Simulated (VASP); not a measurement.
# ZnS (F-43m) in VASP: further runs, part 2 of 3

VASP 6.6.1. Earlier steps stand in the parts before.

### 3 Single point, r2SCAN+D3(BJ)

This run uses another cell than the first one, of 20.52 Å³/atom.

File POSCAR:

```
ZnS
1.0
    0.0000000000      2.7375567091      2.7375567091
    2.7375567091      0.0000000000      2.7375567091
    2.7375567091      2.7375567091      0.0000000000
Zn S
1 1
Direct
    0.7500000000      0.7500000000      0.7500000000
    0.0000000000      0.0000000000      0.0000000000
```

File INCAR.step1:

```
PREC     = Accurate       # precision mode
ENCUT    = 520            # plane-wave cutoff, eV
ISMEAR   = -1             # smearing method
SIGMA    = 0.05           # smearing width, eV
LREAL    = F              # projectors in reciprocal space
LASPH    = T              # aspherical terms in the spheres
NELM     = 60             # most SCF steps
NBANDS   = 16             # bands
GGA      = PE             # functional
ALGO     = Normal         # electronic algorithm
EDIFF    = 1E-4           # SCF threshold, eV
LWAVE    = T              # write WAVECAR
LCHARG   = F              # write CHGCAR
```

File INCAR.step2:

```
PREC     = Accurate       # precision mode
ENCUT    = 520            # plane-wave cutoff, eV
EDIFF    = 1E-6           # SCF threshold, eV
ISMEAR   = -1             # smearing method
SIGMA    = 0.05           # smearing width, eV
LREAL    = F              # projectors in reciprocal space
LASPH    = T              # aspherical terms in the spheres
NELM     = 60             # most SCF steps
ALGO     = Normal         # electronic algorithm
ISIF     = 2              # what is computed and relaxed
LWAVE    = F              # write WAVECAR
LCHARG   = F              # write CHGCAR
METAGGA  = R2SCAN         # meta-GGA
LMIXTAU  = T            
IVDW     = 12             # dispersion correction
VDW_S6   = 1.0          
VDW_S8   = 0.78981345   
VDW_A1   = 0.49484001   
VDW_A2   = 5.73083694   
NBANDS   = 16             # bands
ISTART   = 1
```

File KPOINTS:

```
Automatic mesh
0
Gamma
  9 9 9
```

Potentials or basis: VASP PAW PBE potentials, release 64 (Zn, S).

Started as:

```console
$ cat potpaw_PBE.64/Zn/POTCAR potpaw_PBE.64/S/POTCAR > POTCAR
$ cp INCAR.step1 INCAR
$ mpirun -np 1 vasp_std > vasp.out
$ cp INCAR.step2 INCAR
$ mpirun -np 1 vasp_std > vasp.out
```

OUTCAR:

```text
PREC = Accurate
   ENCUT = 520
   EDIFF = 1E-6
   ISMEAR = -1
   LREAL = F
   LASPH = T
   NELM = 60
   ISIF = 2
   METAGGA = R2SCAN
   IVDW = 12
   ISTART = 1
 IVDW          = 12

 ion  position               nearest neighbor table
   1  0.750  0.750  0.750-   2 2.37   2 2.37   2 2.37   2 2.37
   2  0.000  0.000  0.000-   1 2.37   1 2.37   1 2.37   1 2.37

  LATTYP: Found a face centered cubic cell.
 ALAT       =     5.4751134182

  Lattice vectors:

 A1 = (   0.0000000000,   2.7375567091,   2.7375567091)
 A2 = (   2.7375567091,   0.0000000000,   2.7375567091)
 A3 = (   2.7375567091,   2.7375567091,   0.0000000000)

Analysis of symmetry for initial positions (statically):
=====================================================================
 Subroutine PRICEL returns:
 Original cell was already a primitive cell.

 Routine SETGRP: Setting up the symmetry group for a
 face centered cubic supercell.

 Subroutine GETGRP returns: Found 24 space group operations
 (whereof 24 operations were pure point group operations)
 out of a pool of 48 trial point group operations.

The static configuration has the point symmetry T_d .

Analysis of symmetry for dynamics (positions and initial velocities):
=====================================================================
 Subroutine PRICEL returns:
 Original cell was already a primitive cell.

 Routine SETGRP: Setting up the symmetry group for a
 face centered cubic supercell.

 Subroutine GETGRP returns: Found 24 space group operations
 (whereof 24 operations were pure point group operations)
 out of a pool of 48 trial point group operations.

The dynamic configuration has the point symmetry T_d .

 Subroutine INISYM returns: Found 24 space group operations
 (whereof 24 operations are pure point group operations),
 and found     1 'primitive' translations

----------------------------------------------------------------------------------------

                                     Primitive cell

  volume of cell :      41.0317

  direct lattice vectors                    reciprocal lattice vectors
     0.000000000  2.737556709  2.737556709    -0.182644618  0.182644618  0.182644618
     2.737556709  0.000000000  2.737556709     0.182644618 -0.182644618  0.182644618
     2.737556709  2.737556709  0.000000000     0.182644618  0.182644618 -0.182644618

  length of vectors
     3.871489826  3.871489826  3.871489826     0.316349758  0.316349758  0.316349758

  position of ions in fractional coordinates (direct lattice)
     0.750000000  0.750000000  0.750000000
     0.000000000  0.000000000  0.000000000

  ion indices of the primitive-cell ions
   primitive index   ion index
                 1           1
                 2           2

----------------------------------------------------------------------------------------

 KPOINTS: Automatic mesh

Automatic generation of k-mesh.
 Grid dimensions read from file:
 generate k-points for:    9    9    9

 Generating k-lattice:

  Cartesian coordinates                     Fractional coordinates (reciprocal lattice)
    -0.020293846  0.020293846  0.020293846     0.111111111  0.000000000  0.000000000
     0.020293846 -0.020293846  0.020293846     0.000000000  0.111111111  0.000000000
     0.020293846  0.020293846 -0.020293846     0.000000000  0.000000000  0.111111111

  Length of vectors
     0.035149973  0.035149973  0.035149973

  Shift w.r.t. Gamma in fractional coordinates (k-lattice)
     0.000000000  0.000000000  0.000000000

 Subroutine IBZKPT returns following result:
 ===========================================

 Found     35 irreducible k-points:

 Following reciprocal coordinates:
            Coordinates               Weight
  0.000000  0.000000  0.000000      1.000000
  0.111111  0.000000  0.000000      8.000000
  0.222222  0.000000  0.000000      8.000000
  0.333333  0.000000  0.000000      8.000000
  0.444444  0.000000  0.000000      8.000000
  0.111111  0.111111  0.000000      6.000000
[... 16 lines left out ...]
 -0.333333  0.333333  0.000000     12.000000
  0.444444  0.444444  0.000000      6.000000
 [... further k-points ...]
   k-points           NKPTS =     35   k-points in BZ     NKDIM =     35   number of bands    NBANDS=     16
   number of dos      NEDOS =    301   number of ions     NIONS =      2
   total plane-waves  NPLWV =  27000
   dimension x,y,z NGX =    30 NGY =   30 NGZ =   30
   dimension x,y,z NGXF=    60 NGYF=   60 NGZF=   60
   ions per type =               1   1
   NGX,Y,Z   is equivalent  to a cutoff of  12.88, 12.88, 12.88 a.u.
   NGXF,Y,Z  is equivalent  to a cutoff of  25.76, 25.76, 25.76 a.u.
 SYSTEM =  unknown system
   PREC   = accura    normal or accurate (medium, high low for compatibility)
   ISTART =      1    job   : 0-new  1-cont  2-samecut
   ICHARG =      0    charge: 1-file 2-atom 10-const
   ISPIN  =      1    spin polarized calculation?
   LNONCOLLINEAR =      F non collinear calculations
   LSORBIT =      F    spin-orbit coupling
   LASPH  =      T    aspherical Exc in radial PAW
   ENCUT  =  520.0 eV  38.22 Ry    6.18 a.u.   7.20  7.20  7.20*2*pi/ulx,y,z
   NELM   =     60;   NELMIN=  2; NELMDL=  0     # of ELM steps
   EDIFF  = 0.1E-05   stopping-criterion for ELM
   LREAL  =      F    real-space projection
   EDIFFG = 0.1E-04   stopping-criterion for IOM
   NSW    =      0    number of steps for IOM
   IBRION =     -1    ionic relax: 0-MD 1-quasi-New 2-CG
   NFREE  =      0    steps in history (QN), initial steepest desc. (CG)
   ISIF   =      2    stress and relaxation
   ISYM   =      2    0-nonsym 1-usesym 2-fastsym
   POTIM  = 0.5000    time-step for ionic-motion
   TEBEG  =    0.0;   TEEND  =   0.0 temperature during run
   PSTRESS=    0.0 pullay stress
   NELECT =      18.0000    total number of electrons
   NUPDOWN=      -1.0000    fix difference up-down
   EMIN   =  10.00;   EMAX   =-10.00  energy-range for DOS
   EFERMI =   0.00;   METHOD = LEGACY
   ISMEAR =    -1;   SIGMA  =   0.05  broadening in eV -4-tet -1-fermi 0-gaus
   EFERMI_NEDOS =   21; number of points for ismear=-14 and -15
   IALGO  =     38    algorithm
   IMIX   =      4    mixing-type and parameters
     AMIX     =   0.40;   BMIX     =  1.00
     AMIX_MAG =   1.60;   BMIX_MAG =  1.00
  volume/ion in A,a.u.               =      20.52       138.45
  Fermi-wavevector in a.u.,A,eV,Ry     =   1.243920  2.350668 21.052806  1.547338
  Thomas-Fermi vector in A             =   2.378210
   LORBIT       =      0    0 simple, 1 ext, 2 COOP (PROOUT), +10 PAW based schemes
   METAGGA = R2SCAN    functional components
   LHFCALC =     F    Hartree Fock is set to
   AEXX    =    0.0000 exact exchange contribution
   IVDW    =    12    specifies the selected vdW correction
   LEPSILON=     F    determine dielectric tensor
   LRPA    =     F    only Hartree local field effects (RPA)
 non-spin polarized calculation
  energy-cutoff  :      520.00
  volume of cell :       41.03
 maximum number of plane-waves:      1125
 NGX is ok and might be reduce to    30
   NGX = 15   NGY = 15   NGZ = 15

 number of electron      18.0000000 magnetization

 Free energy of the ion-electron system (eV)
  ---------------------------------------------------
  ext. energy  EPLUGINS =         0.00000000
  ---------------------------------------------------
  free energy    TOTEN  =       -18.84579851 eV

  energy without entropy =      -18.84579851  energy(sigma->0) =      -18.84579851

 E-fermi :   2.4910     XC(G=0): -10.0871

 val. band max:        1.4707520977   @ k =   0.0000   0.0000   0.0000
 cond. band min:       3.9639865177   @ k =   0.0000   0.0000   0.0000
 fundamental gap:      2.4932344200
 Fermi energy:         2.4909824129

 k-point     1 :       0.0000    0.0000    0.0000
  band No.  band energies     occupation
      1     -11.9295      2.00000
      2      -4.8806      2.00000
      3      -4.8806      2.00000
      4      -4.8806      2.00000
      5      -4.3845      2.00000
      6      -4.3845      2.00000
[... 8 lines left out ...]
     15      13.7291      0.00000
     16      13.7636      0.00000
[... 419 lines left out ...]
 k-point    24 :       0.4444    0.4444    0.0000
  band No.  band energies     occupation
      1     -10.8044      2.00000
      2      -4.8503      2.00000
      3      -4.5647      2.00000
      4      -4.5647      2.00000
      5      -4.3170      2.00000
      6      -4.2363      2.00000
[... 8 lines left out ...]
     15      15.6704      0.00000
     16      17.0582      0.00000

 [... further k-points ...]

------------------------ aborting loop because EDIFF is reached ----------------------------------------

 Edisp (eV)   -0.28139

 E8    (eV) :    -0.0846

  FORCE on cell =-STRESS in cart. coord.  units (eV):
  Direction    XX          YY          ZZ          XY          YZ          ZX
  --------------------------------------------------------------------------------------
  -------------------------------------------------------------------------------------
  Total      -1.13914    -1.13914    -1.13914     0.00000     0.00000     0.00000
  in kB     -44.48041   -44.48041   -44.48041     0.00000     0.00000     0.00000
  external pressure =      -44.48 kB  Pullay stress =        0.00 kB

 VOLUME and BASIS-vectors are now :
 -----------------------------------------------------------------------------
  energy-cutoff  :      520.00
  volume of cell :       41.03
      direct lattice vectors                 reciprocal lattice vectors
     0.000000000  2.737556709  2.737556709    -0.182644618  0.182644618  0.182644618
     2.737556709  0.000000000  2.737556709     0.182644618 -0.182644618  0.182644618
     2.737556709  2.737556709  0.000000000     0.182644618  0.182644618 -0.182644618

 POSITION                                       TOTAL-FORCE (eV/Angst)
 -----------------------------------------------------------------------------------
      4.10634      4.10634      4.10634         0.000000      0.000000      0.000000
      0.00000      0.00000      0.00000        -0.000000     -0.000000     -0.000000
 -----------------------------------------------------------------------------------
    total drift:                                0.000016      0.000016      0.000016

  FREE ENERGIE OF THE ION-ELECTRON SYSTEM (eV)
  ---------------------------------------------------
  free  energy   TOTEN  =       -19.1271841879 eV

  energy  without entropy=      -19.1271841878  energy(sigma->0) =      -19.12718419
```

Wall time 58 s (1 thread of Intel Xeon Platinum 8488C (Sapphire Rapids), shared host); peak memory 0.19 GiB.

Results:

- Free energy: -19.1272 eV
- Pressure: -4.4 GPa
- Band gap on the k mesh: 2.49 eV
- Dispersion energy per atom: -0.141 eV

Caveat: the cell stands under tension; the PAW data sets were made with another functional, which shifts forces and pressure a little. r2SCAN opens gaps a little over a GGA but as a rule still falls short of measured ones.

[end of part 2 of 3]
